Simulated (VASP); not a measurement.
# Al2BAs2 (P-6m2) in VASP: a series of runs

Al2BAs2 is run at these levels: PBE; tasks: single point, relaxation of cell and atoms.

Program: VASP 6.6.1. These are calculated values, not measurements. Logs are shortened: lines on timing, memory, paths and dates and some standing lists are left out, and cuts for length are marked.

### 1 The cell of the first run

The structure is hexagonal, space group P-6m2 (No. 187). The conventional cell has a = 3.581 Å, b = 3.581 Å, c = 7.780 Å, α = 90.00°, β = 90.00°, γ = 120.00°. Al (site symmetry 3m) has 6 As at 2.56 to 3.15 Å and 1 Al at 3.02 Å and 3 B at 3.15 Å within 3.4 Å. Within 2.7 Å of B (site symmetry -6m2) lie 3 As at 2.07 Å. Within 3.4 Å of As (site symmetry -6m2) lie 6 Al at 2.56 Å. As (site symmetry -6m2) has 3 B at 2.07 Å within 2.7 Å.

### 2 Single point, PBE

Input file INCAR:

```
ALGO     = Normal         # electronic algorithm
EDIFF    = 1E-6           # SCF threshold, eV
ENCUT    = 520            # plane-wave cutoff, eV
GGA      = PE             # functional
ISIF     = 2              # what is computed and relaxed
ISMEAR   = 0              # smearing method
LASPH    = T              # aspherical terms in the spheres
LCHARG   = F              # write CHGCAR
LREAL    = F              # projectors in reciprocal space
LWAVE    = F              # write WAVECAR
NBANDS   = 18             # bands
NELM     = 80             # most SCF steps
PREC     = Accurate       # precision mode
SIGMA    = 0.1            # smearing width, eV
```

Input file KPOINTS:

```
k-points
0
Gamma
  6 6 2
```

Input file POSCAR:

```
Al2BAs2
1.0
    3.5810050139     -0.0000000027      0.0000000000
   -1.7905025047      3.1012413145      0.0000000000
    0.0000000000      0.0000000000      7.7795608552
Al B As
2 1 2
Direct
    0.0000000000      0.0000000000      0.6942850168
    0.0000000000      0.0000000000      0.3057149832
    0.6666666667      0.3333333333      0.0000000000
    0.6666666667      0.3333333333      0.5000000000
    0.3333333333      0.6666666667      0.0000000000
```

Potentials or basis: VASP PAW PBE potentials, release 64 (Al, B, As).

Command:

```sh
> cat potpaw_PBE.64/Al/POTCAR potpaw_PBE.64/B/POTCAR potpaw_PBE.64/As/POTCAR > POTCAR
> mpirun -np 1 vasp_std > vasp.out
```

OUTCAR:

```text
EDIFF = 1E-6
   ENCUT = 520
   GGA = PE
   ISIF = 2
   ISMEAR = 0
   LASPH = T
   LREAL = F
   NELM = 80
   PREC = Accurate

 ion  position               nearest neighbor table
   1  0.000  0.000  0.694-   4 2.56   4 2.56   4 2.56   2 3.02
   2  0.000  0.000  0.306-   4 2.56   4 2.56   4 2.56   1 3.02
   3  0.667  0.333  0.000-   5 2.07   5 2.07   5 2.07
   4  0.667  0.333  0.500-   1 2.56   2 2.56   1 2.56   2 2.56   1 2.56   2 2.56
   5  0.333  0.667  0.000-   3 2.07   3 2.07   3 2.07

  LATTYP: Found a hexagonal cell.
 ALAT       =     3.5810050139
 C/A-ratio  =     2.1724518187

  Lattice vectors:

 A1 = (   3.5810050139,  -0.0000000027,   0.0000000000)
 A2 = (  -1.7905025047,   3.1012413145,   0.0000000000)
 A3 = (   0.0000000000,   0.0000000000,   7.7795608552)

Analysis of symmetry for initial positions (statically):
=====================================================================
 Subroutine PRICEL returns:
 Original cell was already a primitive cell.

 Routine SETGRP: Setting up the symmetry group for a
 hexagonal supercell.

 Subroutine GETGRP returns: Found 12 space group operations
 (whereof 12 operations were pure point group operations)
 out of a pool of 24 trial point group operations.

The static configuration has the point symmetry D_3h.

Analysis of symmetry for dynamics (positions and initial velocities):
=====================================================================
 Subroutine PRICEL returns:
 Original cell was already a primitive cell.

 Routine SETGRP: Setting up the symmetry group for a
 hexagonal supercell.

 Subroutine GETGRP returns: Found 12 space group operations
 (whereof 12 operations were pure point group operations)
 out of a pool of 24 trial point group operations.

The dynamic configuration has the point symmetry D_3h.

 Subroutine INISYM returns: Found 12 space group operations
 (whereof 12 operations are pure point group operations),
 and found     1 'primitive' translations

----------------------------------------------------------------------------------------

                                     Primitive cell

  volume of cell :      86.3964

  direct lattice vectors                    reciprocal lattice vectors
     3.581005014 -0.000000003  0.000000000     0.279251215  0.161225764  0.000000000
    -1.790502505  3.101241315  0.000000000     0.000000000  0.322451528  0.000000000
     0.000000000  0.000000000  7.779560855     0.000000000  0.000000000  0.128541960

  length of vectors
     3.581005014  3.581005014  7.779560855     0.322451528  0.322451528  0.128541960

  position of ions in fractional coordinates (direct lattice)
     0.000000000  0.000000000  0.694285017
     0.000000000  0.000000000  0.305714983
     0.666666667  0.333333333  0.000000000
     0.666666667  0.333333333  0.500000000
     0.333333333  0.666666667  0.000000000

  ion indices of the primitive-cell ions
   primitive index   ion index
                 1           1
                 2           2
                 3           3
                 4           4
                 5           5

----------------------------------------------------------------------------------------

 KPOINTS: k-points

Automatic generation of k-mesh.
 Grid dimensions read from file:
 generate k-points for:    6    6    2

 Generating k-lattice:

  Cartesian coordinates                     Fractional coordinates (reciprocal lattice)
     0.046541869  0.026870961  0.000000000     0.166666667  0.000000000  0.000000000
     0.000000000  0.053741921  0.000000000    -0.000000000  0.166666667  0.000000000
     0.000000000  0.000000000  0.064270980     0.000000000  0.000000000  0.500000000

  Length of vectors
     0.053741921  0.053741921  0.064270980

  Shift w.r.t. Gamma in fractional coordinates (k-lattice)
     0.000000000  0.000000000  0.000000000

 Subroutine IBZKPT returns following result:
 ===========================================

 Found     14 irreducible k-points:

 Following reciprocal coordinates:
            Coordinates               Weight
  0.000000  0.000000  0.000000      1.000000
  0.166667  0.000000  0.000000      6.000000
  0.333333 -0.000000  0.000000      6.000000
  0.500000 -0.000000  0.000000      3.000000
  0.166667  0.166667  0.000000      6.000000
  0.333333  0.166667  0.000000     12.000000
  0.333333  0.333333  0.000000      2.000000
  0.000000  0.000000  0.500000      1.000000
  0.166667  0.000000  0.500000      6.000000
  0.333333 -0.000000  0.500000      6.000000
  0.500000 -0.000000  0.500000      3.000000
  0.166667  0.166667  0.500000      6.000000
  0.333333  0.166667  0.500000     12.000000
  0.333333  0.333333  0.500000      2.000000
   k-points           NKPTS =     14   k-points in BZ     NKDIM =     14   number of bands    NBANDS=     18
   number of dos      NEDOS =    301   number of ions     NIONS =      5
   total plane-waves  NPLWV =  47040
   dimension x,y,z NGX =    28 NGY =   28 NGZ =   60
   dimension x,y,z NGXF=    56 NGYF=   56 NGZF=  120
   ions per type =               2   1   2
   NGX,Y,Z   is equivalent  to a cutoff of  13.00, 13.00, 12.82 a.u.
   NGXF,Y,Z  is equivalent  to a cutoff of  26.00, 26.00, 25.64 a.u.
 SYSTEM =  unknown system
   PREC   = accura    normal or accurate (medium, high low for compatibility)
   ISTART =      0    job   : 0-new  1-cont  2-samecut
   ICHARG =      2    charge: 1-file 2-atom 10-const
   ISPIN  =      1    spin polarized calculation?
   LNONCOLLINEAR =      F non collinear calculations
   LSORBIT =      F    spin-orbit coupling
   LASPH  =      T    aspherical Exc in radial PAW
   ENCUT  =  520.0 eV  38.22 Ry    6.18 a.u.   6.66  6.66 14.46*2*pi/ulx,y,z
   NELM   =     80;   NELMIN=  2; NELMDL= -5     # of ELM steps
   EDIFF  = 0.1E-05   stopping-criterion for ELM
   LREAL  =      F    real-space projection
   EDIFFG = 0.1E-04   stopping-criterion for IOM
   NSW    =      0    number of steps for IOM
   IBRION =     -1    ionic relax: 0-MD 1-quasi-New 2-CG
   NFREE  =      0    steps in history (QN), initial steepest desc. (CG)
   ISIF   =      2    stress and relaxation
   ISYM   =      2    0-nonsym 1-usesym 2-fastsym
   POTIM  = 0.5000    time-step for ionic-motion
   TEBEG  =    0.0;   TEEND  =   0.0 temperature during run
   PSTRESS=    0.0 pullay stress
   NELECT =      19.0000    total number of electrons
   NUPDOWN=      -1.0000    fix difference up-down
   EMIN   =  10.00;   EMAX   =-10.00  energy-range for DOS
   EFERMI =   0.00;   METHOD = LEGACY
   ISMEAR =     0;   SIGMA  =   0.10  broadening in eV -4-tet -1-fermi 0-gaus
   EFERMI_NEDOS =   21; number of points for ismear=-14 and -15
   IALGO  =     38    algorithm
   IMIX   =      4    mixing-type and parameters
     AMIX     =   0.40;   BMIX     =  1.00
     AMIX_MAG =   1.60;   BMIX_MAG =  1.00
  volume/ion in A,a.u.               =      17.28       116.61
  Fermi-wavevector in a.u.,A,eV,Ry     =   0.988161  1.867353 13.285562  0.976461
  Thomas-Fermi vector in A             =   2.119667
   LORBIT       =      0    0 simple, 1 ext, 2 COOP (PROOUT), +10 PAW based schemes
   GGA     = PE    functional components
   LHFCALC =     F    Hartree Fock is set to
   AEXX    =    0.0000 exact exchange contribution
   IVDW    =     0    specifies the selected vdW correction
   LEPSILON=     F    determine dielectric tensor
   LRPA    =     F    only Hartree local field effects (RPA)
 non-spin polarized calculation
 Gauss-broadening in eV      SIGMA  =   0.10
  energy-cutoff  :      520.00
  volume of cell :       86.40
 maximum number of plane-waves:      2358
 NGX is ok and might be reduce to    28
   NGX = 13   NGY = 13   NGZ = 29

 number of electron      19.0000000 magnetization

 Free energy of the ion-electron system (eV)
  ---------------------------------------------------
  ext. energy  EPLUGINS =         0.00000000
  ---------------------------------------------------
  free energy    TOTEN  =       -21.63822986 eV

  energy without entropy =      -21.62870092  energy(sigma->0) =      -21.63346539

 E-fermi :   6.4238     XC(G=0): -10.0988

 val. band max:        6.3891021838   @ k =   0.3333   0.1667   0.0000
 cond. band min:       6.7407215456   @ k =   0.3333   0.1667   0.0000
 fundamental gap:      0.3516193618
 Fermi energy:         6.4238020832

 k-point     1 :       0.0000    0.0000    0.0000
  band No.  band energies     occupation
      1      -8.2251      2.00000
      2      -6.6575      2.00000
      3      -1.8407      2.00000
      4       2.4590      2.00000
      5       3.5395      2.00000
      6       3.5395      2.00000
[... 10 lines left out ...]
     17      11.7460      0.00000
     18      12.1117      0.00000

 k-point     2 :       0.1667    0.0000    0.0000
  band No.  band energies     occupation
      1      -7.8810      2.00000
      2      -6.3189      2.00000
      3      -1.4228      2.00000
      4       1.4205      2.00000
      5       2.8013      2.00000
      6       2.8886      2.00000
[... 10 lines left out ...]
     17      12.1354      0.00000
     18      12.4900      0.00000

 k-point     3 :       0.3333   -0.0000    0.0000
  band No.  band energies     occupation
      1      -6.9311      2.00000
      2      -5.4220      2.00000
      3      -1.3646      2.00000
      4      -0.1899      2.00000
      5       0.7858      2.00000
      6       2.0011      2.00000
[... 10 lines left out ...]
     17      12.6278      0.00000
     18      13.4770      0.00000

 k-point     4 :       0.5000   -0.0000    0.0000
  band No.  band energies     occupation
      1      -6.0980      2.00000
      2      -4.7624      2.00000
      3      -2.7853      2.00000
      4      -0.6425      2.00000
      5       1.4613      2.00000
      6       1.6582      2.00000
[... 165 lines left out ...]
      4       0.7075      2.00000
      5       0.7973      2.00000
      6       1.5081      2.00000
[... 10 lines left out ...]
     17      11.1875      0.00000
     18      12.4059      0.00000

 k-point    13 :       0.3333    0.1667    0.5000
  band No.  band energies     occupation
      1      -6.1680      2.00000
      2      -4.8158      2.00000
      3      -2.3128      2.00000
      4      -0.2727      2.00000
      5       0.3684      2.00000
      6       2.1815      2.00000
[... 10 lines left out ...]
     17      12.4185      0.00000
     18      13.1423      0.00000

 k-point    14 :       0.3333    0.3333    0.5000
  band No.  band energies     occupation
      1      -5.6759      2.00000
      2      -4.3753      2.00000
      3      -2.5003      2.00000
      4      -0.8549      2.00000
      5      -0.3411      2.00000
      6       1.2733      2.00000
[... 10 lines left out ...]
     17      12.8862      0.00000
     18      13.0127      0.00000

------------------------ aborting loop because EDIFF is reached ----------------------------------------

  FORCE on cell =-STRESS in cart. coord.  units (eV):
  Direction    XX          YY          ZZ          XY          YZ          ZX
  --------------------------------------------------------------------------------------
  -------------------------------------------------------------------------------------
  Total        0.1630809      0.1630809      0.0811320     -0.0000000      0.0000000     -0.0000000
  in kB        3.0242525      3.0242525      1.5045526     -0.0000000      0.0000000     -0.0000000
  external PRESSURE =       2.5176859 kB  Pullay stress =       0.0000000 kB

 VOLUME and BASIS-vectors are now :
 -----------------------------------------------------------------------------
  energy-cutoff  :      520.00
  volume of cell :       86.40
      direct lattice vectors                 reciprocal lattice vectors
     3.581005014 -0.000000003  0.000000000     0.279251215  0.161225764  0.000000000
    -1.790502505  3.101241315  0.000000000     0.000000000  0.322451528  0.000000000
     0.000000000  0.000000000  7.779560855     0.000000000  0.000000000  0.128541960

 POSITION                                       TOTAL-FORCE (eV/Angst)
 -----------------------------------------------------------------------------------
      0.00000      0.00000      5.40123         0.000000      0.000000      0.025860
      0.00000      0.00000      2.37833         0.000000     -0.000000     -0.025860
      1.79050      1.03375      0.00000        -0.000000      0.000000      0.000000
      1.79050      1.03375      3.88978         0.000000     -0.000000      0.000000
      0.00000      2.06749      0.00000        -0.000000      0.000000      0.000000
 -----------------------------------------------------------------------------------
    total drift:                               -0.000000      0.000000      0.000000

  FREE ENERGIE OF THE ION-ELECTRON SYSTEM (eV)
  ---------------------------------------------------
  free  energy   TOTEN  =       -21.6382298578 eV

  energy  without entropy=      -21.6287009164  energy(sigma->0) =      -21.63346539
```

Run time: 11 s. Hardware: 1 thread of Intel Xeon 6975P-C (Granite Rapids), shared host; peak memory 0.2 GiB.

Results:

```
Free energy   : -21.6382 eV
Pressure      : 0.3 GPa
Largest force : 0.026 eV/Å
```

Forces on the atoms (eV/Å):
```
Al   0.000  0.000  0.026
Al   0.000  0.000 -0.026
B    0.000  0.000  0.000
As   0.000  0.000  0.000
As   0.000  0.000  0.000
```

Levels at points of the mesh, in eV from the Fermi level:
```csv
k point,band 7,band 8,band 9,band 10,band 11,band 12,band 13,band 14
"(0.00, 0.00, 0.00)",-2.29,-0.15,-0.15,0.52,2.29,2.29,3.05,4.21
"(0.50, 0.00, 0.00)",-4.21,-1.94,-1.18,-0.92,0.88,0.96,1.79,3.06
"(0.00, 0.00, 0.50)",-0.15,-0.15,0.52,1.29,1.51,2.25,2.25,3.28
"(0.50, 0.00, 0.50)",-3.52,-2.38,-2.26,-2.00,-0.12,1.39,3.34,3.84
```

Caveat: the k points lie up to 0.40 Å⁻¹ apart.

(Part 1 of 3 ends here.)
